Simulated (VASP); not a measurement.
A run of VASP 6.6.1 is set up as follows.

Contents of INCAR:

```
SYSTEM = Sr8Zr5Ti3O24
PREC = Accurate
ENCUT = 700
EDIFF = 1E-6
ISMEAR = -1
SIGMA = 0.05
LREAL = Auto
LASPH = .True.
NELM = 120
ALGO = Normal
ISIF = 2
LWAVE = .False.
LCHARG = .False.
GGA = PS
NBANDS = 186
ISYM = -1
GGA_COMPAT = .False.
```

KPOINTS

```
explicit points
1
Reciprocal
  0.25000000   0.25000000   0.25000000 1
```

POSCAR

```
Sr8Zr5Ti3O24
1.0
    8.0382826700      0.0000000000      0.0000000000
    0.0000000000      8.0382826700      0.0000000000
    0.0000000000      0.0000000000      8.0382826700
Sr Zr Ti O
8 5 3 24
Direct
    0.0047510000      0.9816380000      0.0073740000
    0.9806500000      0.9896800000      0.4998200000
    0.0053170000      0.4976710000      0.0017020000
    0.9884940000      0.5195540000      0.4964180000
    0.5079930000      0.9801890000      0.0073170000
    0.4925130000      0.0039650000      0.4979060000
    0.5149660000      0.5104300000      0.0047780000
    0.4898460000      0.5197870000      0.4970350000
    0.2504880000      0.2493860000      0.2501570000
    0.2492690000      0.2495740000      0.7501540000
    0.2509760000      0.7500690000      0.7504690000
    0.7510960000      0.2508250000      0.2484830000
    0.7490990000      0.2503090000      0.7488760000
    0.2370970000      0.7502040000      0.2518110000
    0.7378970000      0.7480670000      0.2610990000
    0.7513800000      0.7515800000      0.7627650000
    0.2947000000      0.2982280000      0.0004460000
    0.2052950000      0.2004550000      0.4990800000
    0.2364290000      0.7153330000      0.0083900000
    0.2677280000      0.7844010000      0.4919650000
    0.6896020000      0.2335070000      0.9987310000
    0.8100960000      0.2644200000      0.4979940000
    0.7607560000      0.7706140000      0.9941980000
    0.7406100000      0.7270280000      0.4916080000
    0.0009060000      0.2363670000      0.1921370000
    0.9987040000      0.2187190000      0.8054290000
    0.0053090000      0.7665990000      0.2627980000
    0.9922020000      0.7802550000      0.7358110000
    0.5015230000      0.2668190000      0.3051550000
    0.5001690000      0.2785800000      0.6920850000
    0.5074270000      0.7348620000      0.2364650000
    0.5088300000      0.7178710000      0.7617970000
    0.2694900000      0.9904510000      0.2125980000
    0.2871430000      0.9983940000      0.7914360000
    0.2355860000      0.5103250000      0.2887660000
    0.2140190000      0.5011320000      0.7079170000
    0.7397570000      0.9903970000      0.2663220000
    0.7206180000      0.9892680000      0.7224830000
    0.7693790000      0.5099320000      0.2233910000
    0.7809490000      0.5087660000      0.7685740000
```

Potentials or basis: VASP PAW PBE potentials, release 64 (Sr_sv, Zr_sv, Ti_sv, O).

Command:

```console
$ cat potpaw_PBE.64/Sr_sv/POTCAR potpaw_PBE.64/Zr_sv/POTCAR potpaw_PBE.64/Ti_sv/POTCAR potpaw_PBE.64/O/POTCAR > POTCAR
$ mpirun -np 1 vasp_std > vasp.out
```

Q: What does it give for the largest force?

A: 0.054 eV/Å.

Q: Estimate the pressure.

A: 0.4 GPa.

Q: Predict the band gap on the k mesh.

A: 3.17 eV.

Forces on the atoms (eV/Å):
```
Sr  -0.001 -0.010 -0.002
Sr   0.001 -0.007 -0.004
Sr   0.000  0.003 -0.003
Sr   0.000  0.002 -0.007
Sr   0.006 -0.002  0.000
Sr   0.006 -0.010 -0.005
Sr   0.007  0.003 -0.006
Sr   0.011  0.009  0.001
Zr   0.000  0.006  0.001
Zr  -0.001  0.000  0.003
Zr   0.002 -0.001 -0.007
Zr  -0.006  0.001  0.001
Zr  -0.001 -0.003  0.000
Ti   0.042  0.006 -0.009
Ti   0.033  0.001 -0.036
Ti  -0.006 -0.003 -0.037
O   -0.015 -0.021 -0.002
O    0.013  0.019  0.000
O    0.010  0.008 -0.006
O   -0.011 -0.006  0.014
O    0.014  0.006 -0.002
O   -0.012 -0.005  0.002
O    0.007 -0.010  0.043
O   -0.007  0.006  0.053
O    0.004  0.003  0.010
O    0.001  0.012 -0.010
O   -0.042 -0.006  0.005
O    0.011 -0.007  0.010
O    0.001 -0.005 -0.011
O   -0.002 -0.008  0.011
O   -0.048  0.004  0.008
O   -0.011  0.013  0.001
O   -0.010  0.015  0.008
O   -0.011  0.006 -0.008
O    0.006 -0.026 -0.011
O    0.010 -0.002  0.011
O    0.006  0.021 -0.012
O    0.005  0.020  0.008
O   -0.002 -0.017  0.002
O   -0.009 -0.014 -0.012
```

Caveat: the PAW data sets were made with another functional, which shifts forces and pressure a little; a shifted mesh leaves out Γ, where band edges can lie. A k mesh can miss the band edges.
